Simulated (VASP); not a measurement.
Crystal: GaN.

```
CELL_PARAMETERS angstrom
0.00000 2.10075 2.10075
2.10075 0.00000 2.10075
2.10075 2.10075 0.00000
ATOMIC_POSITIONS crystal
Ga 0.00000 0.00000 0.00000
N 0.25000 0.25000 0.25000
```

```yaml
Program: VASP 6.6.1
Task: relaxation of cell and atoms
Functional: PBE
Potentials_or_basis: VASP PAW PBE potentials, release 64 (Ga_d, N)
Cutoff: 600 eV
k_mesh: 10 × 10 × 10
Occupations: fermi-dirac, width 0.02 eV
Spin: no spin polarisation
```

At the start: pressure 68.0 GPa; volume 9.27 Å³/atom.

**Question.** How do energy, volume and symmetry change on relaxing?

**Answer.** Over 18 steps the energy falls by 429.7 meV/atom and the volume is 11.76 Å³/atom (+26.9 %); space group F-43m (No. 216, to 0.05 Å).

The path:
| step | energy change (eV) | largest force (eV/Å) | pressure (GPa) | volume (Å³) |
| --- | --- | --- | --- | --- |
| 1 | 0.0000 | 0.0000 | 68.03 | 18.54 |
| 2 | -0.0418 | 0.0000 | -26.54 | 31.24 |
| 3 | -0.8578 | 0.0000 | -1.76 | 23.81 |
| 4 | -0.8593 | 0.0000 | -0.56 | 23.63 |
| 5 | -0.8594 | 0.0000 | 0.23 | 23.52 |
| 6 | -0.8595 | 0.0000 | 0.16 | 23.52 |
| 7 | -0.8595 | 0.0000 | 0.14 | 23.52 |
| 8 | -0.8595 | 0.0000 | 0.13 | 23.52 |
| 9 | -0.8595 | 0.0000 | 0.13 | 23.52 |
| 10 | -0.8595 | 0.0000 | 0.13 | 23.52 |
| 11 | -0.8595 | 0.0000 | 0.13 | 23.52 |
| 12 | -0.8595 | 0.0000 | 0.13 | 23.52 |
| 13 | -0.8595 | 0.0000 | 0.13 | 23.52 |
| 14 | -0.8595 | 0.0000 | 0.13 | 23.52 |
| 15 | -0.8595 | 0.0000 | 0.13 | 23.52 |
| 16 | -0.8595 | 0.0000 | 0.13 | 23.52 |
| 17 | -0.8595 | 0.0000 | 0.14 | 23.52 |
| 18 | -0.8595 | 0.0000 | -0.03 | 23.52 |

Final structure:
```yaml
crystal:
  lattice:
    - [0.00000, 2.27422, 2.27422]
    - [2.27422, 0.00000, 2.27422]
    - [2.27422, 2.27422, 0.00000]
  atoms:
    - { symbol: Ga, position: [0.00000, 0.00000, 0.00000] }
    - { symbol: N, position: [0.25000, 0.25000, 0.25000] }
```

Caveat: the volume moved by over 15 % at a fixed basis, so the end points are rough.
